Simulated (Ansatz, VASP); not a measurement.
**One calculation of SrZr2O3, two programs**

```
Sr Zr O
1.0
    -2.47260    2.47260    4.59431
     2.47260   -2.47260    4.59431
     2.47260    2.47260   -4.59431
Sr Zr O
1 2 3
Direct
  0.50000 0.50000 0.00000
  0.50000 0.00000 0.50000
  0.00000 0.50000 0.50000
  0.73609 0.73609 0.00000
  0.26391 0.26391 0.00000
  0.00000 0.00000 0.00000
```

Alike in both runs: functional PBE; k mesh 3 × 3 × 3; occupations gaussian, width 0.15 eV; no spin polarisation.

Ansatz relaxed the structure, and its values are those at the end. VASP's run is a single point on that final structure, the one shown.

|  | VASP | Ansatz |
| --- | --- | --- |
| version | VASP 6.6.1 | Ansatz 0.2.0 |
| potentials or method | VASP PAW PBE potentials, release 64 (Sr_sv, Zr_sv, O_h), cutoff 1340 eV | scalar-relativistic, plane waves, PAW |
| valence electrons in the cell | 52 | 52 |

Ansatz gave:

| Property | Result |
| --- | --- |
| gap on the k mesh at the Fermi level (eV) | none |
| pressure (GPa) | 0.1 |
| rms of the force components (eV/Å) | 0.010 |

Estimate VASP's values.

gap on the k mesh at the Fermi level (eV): none; pressure (GPa): 0.9; rms of the force components (eV/Å): 0.059.

A gap of «none» marks a metal or a gap that the smearing closes.

The k mesh is coarse, so the values compare programs but aren't converged.
